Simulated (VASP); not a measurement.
Here is a VASP 6.6.1 calculation.

Contents of INCAR:

```
PREC = Accurate
ENCUT = 520
EDIFF = 1E-6
ISMEAR = -1
SIGMA = 0.15
LREAL = False
LASPH = True
NELM = 80
ALGO = Normal
ISIF = 2
LWAVE = False
LCHARG = False
NBANDS = 43
```

KPOINTS

```
regular mesh
0
Gamma
  6 6 6
```

File POSCAR:

```
YInCu4
1.0
    0.0000000000      3.5889600000      3.5889600000
    3.5889600000      0.0000000000      3.5889600000
    3.5889600000      3.5889600000      0.0000000000
Y In Cu
1 1 4
Direct
    0.0000000000      0.0000000000      0.0000000000
    0.7500000000      0.7500000000      0.7500000000
    0.3753350000      0.3753350000      0.3753350000
    0.8739950000      0.3753350000      0.3753350000
    0.3753350000      0.3753350000      0.8739950000
    0.3753350000      0.8739950000      0.3753350000
```

Potentials or basis: VASP PAW LDA potentials, release 64 (Y_sv, In_d, Cu).

Command:

```console
$ cat potpaw_LDA.64/Y_sv/POTCAR potpaw_LDA.64/In_d/POTCAR potpaw_LDA.64/Cu/POTCAR > POTCAR
$ mpirun -np 1 vasp_std > vasp.out
```

Question: Estimate the band gap on the k mesh.

Answer: Zero (band 34 reaches 7.16 eV, above the bottom of band 35 at 7.08 eV).

Question: Estimate the largest force.

Answer: 0.005 eV/Å.

Forces in eV/Å, atoms in the order of the input:
```
Y    0.000  0.000  0.000
In   0.000  0.000  0.000
Cu   0.003  0.003  0.003
Cu   0.003 -0.003 -0.003
Cu  -0.003 -0.003  0.003
Cu  -0.003  0.003 -0.003
```

Caveat: spin-orbit coupling is left out, which moves the levels of the heavy elements.
